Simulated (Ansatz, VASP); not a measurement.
**MgO2 in VASP and in Ansatz**

Contents of INCAR:

```
SYSTEM = MgO2
PREC = Accurate
ENCUT = 520
EDIFF = 1E-7
ISMEAR = 0
SIGMA = 0.02
LREAL = .FALSE.
LASPH = .TRUE.
NELM = 100
ALGO = Normal
ISIF = 2
LWAVE = .FALSE.
LCHARG = .FALSE.
GGA = PS
NBANDS = 40
```

KPOINTS

```
Automatic mesh
0
G
  6 6 6
  0 0 0
```

File POSCAR:

```
MgO2
1.0
    4.8408307519      0.0000000000      0.0000000000
    0.0000000000      4.8408307519      0.0000000000
    0.0000000000      0.0000000000      4.8408307519
Mg O
4 8
Direct
    0.0000000000      0.5000000000      0.5000000000
    0.5000000000      0.5000000000      0.0000000000
    0.5000000000      0.0000000000      0.5000000000
    0.0000000000      0.0000000000      0.0000000000
    0.4116319358      0.0883680642      0.9116319358
    0.0883680642      0.9116319358      0.4116319358
    0.9116319358      0.4116319358      0.0883680642
    0.5883680642      0.5883680642      0.5883680642
    0.4116319358      0.4116319358      0.4116319358
    0.0883680642      0.5883680642      0.9116319358
    0.9116319358      0.0883680642      0.5883680642
    0.5883680642      0.9116319358      0.0883680642
```

Input for Ansatz:

```yaml
crystal:
  lattice:
    - [4.8408307519, 0.0, 0.0]
    - [0.0, 4.8408307519, 0.0]
    - [0.0, 0.0, 4.8408307519]
  atoms:
    - { symbol: Mg, position: [0.0, 0.5, 0.5] }
    - { symbol: Mg, position: [0.5, 0.5, 0.0] }
    - { symbol: Mg, position: [0.5, 0.0, 0.5] }
    - { symbol: Mg, position: [0.0, 0.0, 0.0] }
    - { symbol: O, position: [0.4116319358, 0.0883680642, 0.9116319358] }
    - { symbol: O, position: [0.0883680642, 0.9116319358, 0.4116319358] }
    - { symbol: O, position: [0.9116319358, 0.4116319358, 0.0883680642] }
    - { symbol: O, position: [0.5883680642, 0.5883680642, 0.5883680642] }
    - { symbol: O, position: [0.4116319358, 0.4116319358, 0.4116319358] }
    - { symbol: O, position: [0.0883680642, 0.5883680642, 0.9116319358] }
    - { symbol: O, position: [0.9116319358, 0.0883680642, 0.5883680642] }
    - { symbol: O, position: [0.5883680642, 0.9116319358, 0.0883680642] }
basis:
  ecutwfc: 420
kpoints:
  mp_grid: { grid: [6, 6, 6] }
  band_path: { path: [VBM, CBM], npoints: 2 }
hamiltonian:
  xc: pbesol
scf:
  occupations: { method: gaussian, width: 0.02 }
output:
  forces: false
  stress: false
  eigenvalues: true
checkpoint:
  read: start.run
  write: ck
  compress: false
  write_wavefunctions: false
  write_every: 100000
```

Alike in both runs: task single point; functional PBEsol; k mesh 6 × 6 × 6; occupations gaussian, width 0.02 eV; no spin polarisation.

|  | VASP | Ansatz |
| --- | --- | --- |
| version | VASP 6.6.1 | Ansatz 0.2.0 |
| potentials or method | VASP PAW PBE potentials, release 64 (Mg, O), cutoff 520 eV | scalar-relativistic, plane waves, PAW |
| valence electrons in the cell | 56 | 88 |

```tsv
	VASP	Ansatz	Ansatz less VASP
gap on the k mesh at the Fermi level (eV)	3.95	3.97	+0.026
least direct gap on the mesh (eV)	4.07	4.10	+0.025
```

VASP's potentials were made for PBE, not for PBEsol. VASP's potentials hold 56 valence electrons a cell and Ansatz's 88, so a difference there can come from the potentials and not from the codes.
